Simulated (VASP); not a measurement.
Here is a VASP 6.6.1 calculation.

The input INCAR:

```
ALGO = Normal ; EDIFF = 1E-6
ENCUT = 520 ; GGA = PS
ISIF = 2 ; ISMEAR = 0
LASPH = True ; LCHARG = False
LREAL = False ; LWAVE = False
NBANDS = 16 ; NELM = 60
PREC = Accurate ; SIGMA = 0.1
```

KPOINTS

```
k-points
0
Gamma
  6 6 4
```

Contents of POSCAR:

```
C
1.0
    1.2296633967     -3.4510882312      0.0000000000
    1.2296633967      3.4510882312      0.0000000000
    0.0000000000      0.0000000000      4.2608038552
C
4
Direct
    0.0000002584      0.9999997416      0.1668842121
    0.5000002584      0.4999997416      0.3331157879
    0.9999997416      0.0000002584      0.8331157879
    0.4999997416      0.5000002584      0.6668842121
```

Potentials or basis: VASP PAW PBE potentials, release 64 (C).

The run is started by

```sh
$ cat potpaw_PBE.64/C/POTCAR > POTCAR
$ mpirun -np 1 vasp_std > vasp.out
```

(1) What does it give for the band gap on the k mesh?

(2) What does it give for the pressure?

Results:

(1) 0.19 eV.

(2) 0.7 GPa.

Caveat: the k points lie up to 0.45 Å⁻¹ apart; the PAW data sets were made with another functional, which shifts forces and pressure a little.
